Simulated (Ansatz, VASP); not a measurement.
One calculation of Ti2Co, two programs

The input POSCAR:

```
Ti2Co
1.0
    0.0000000000      3.3650000000      3.3650000000
    3.3650000000      0.0000000000      3.3650000000
    3.3650000000      3.3650000000      0.0000000000
Ti Co
4 2
Direct
    0.1250000000      0.1250000000      0.1250000000
    0.6250000000      0.1250000000      0.1250000000
    0.1250000000      0.1250000000      0.6250000000
    0.1250000000      0.6250000000      0.1250000000
    0.5000000000      0.5000000000      0.5000000000
    0.7500000000      0.7500000000      0.7500000000
```

The input INCAR.step1:

```
ALGO = Normal
EDIFF = 1E-4
ENCUT = 520
GGA = PE
ISMEAR = 0
LASPH = True
LCHARG = False
LREAL = False
LWAVE = True
NBANDS = 42
NELM = 100
PREC = Accurate
SIGMA = 0.1
```

Contents of INCAR.step2:

```
ALGO = Normal
EDIFF = 1E-6
ENCUT = 520
ISIF = 2
ISMEAR = 0
ISTART = 1
LASPH = True
LCHARG = False
LMIXTAU = True
LREAL = False
LWAVE = False
METAGGA = R2SCAN
NBANDS = 42
NELM = 100
PREC = Accurate
SIGMA = 0.1
```

Contents of KPOINTS:

```
k-points
0
Gamma
  10 10 10
```

Input for Ansatz:

```yaml
crystal:
  lattice:
    - [0.0, 3.365, 3.365]
    - [3.365, 0.0, 3.365]
    - [3.365, 3.365, 0.0]
  atoms:
    - { symbol: Ti, position: [0.125, 0.125, 0.125] }
    - { symbol: Ti, position: [0.625, 0.125, 0.125] }
    - { symbol: Ti, position: [0.125, 0.125, 0.625] }
    - { symbol: Ti, position: [0.125, 0.625, 0.125] }
    - { symbol: Co, position: [0.5, 0.5, 0.5] }
    - { symbol: Co, position: [0.75, 0.75, 0.75] }
basis:
  ecutwfc: 500
kpoints:
  mp_grid: { grid: [10, 10, 10] }
hamiltonian:
  xc: r2scan
scf:
  occupations: { method: gaussian, width: 0.1 }
  lower_state_search: "off"
output:
  forces: true
  stress: true
  eigenvalues: true
```

Alike in both runs: task single point; functional r2SCAN; k mesh 10 × 10 × 10; occupations gaussian, width 0.1 eV; no spin polarisation.

|  | VASP | Ansatz |
| --- | --- | --- |
| version | VASP 6.6.1 | Ansatz 0.2.0 |
| potentials or method | VASP PAW PBE potentials, release 64 (Ti_sv, Co), cutoff 520 eV | scalar-relativistic, plane waves, PAW |
| valence electrons in the cell | 66 | 82 |

Ansatz gave:

| Item | Value |
| --- | --- |
| gap on the k mesh at the Fermi level (eV) | none |
| pressure (GPa) | 19.3 |

Q: Estimate VASP's values.

A: gap on the k mesh at the Fermi level (eV): none; pressure (GPa): 20.6.

VASP's potentials were made for PBE, not for r2SCAN. A gap of «none» marks a metal or a gap that the smearing closes. VASP's potentials hold 66 valence electrons a cell and Ansatz's 82, so a difference there can come from the potentials and not from the codes.
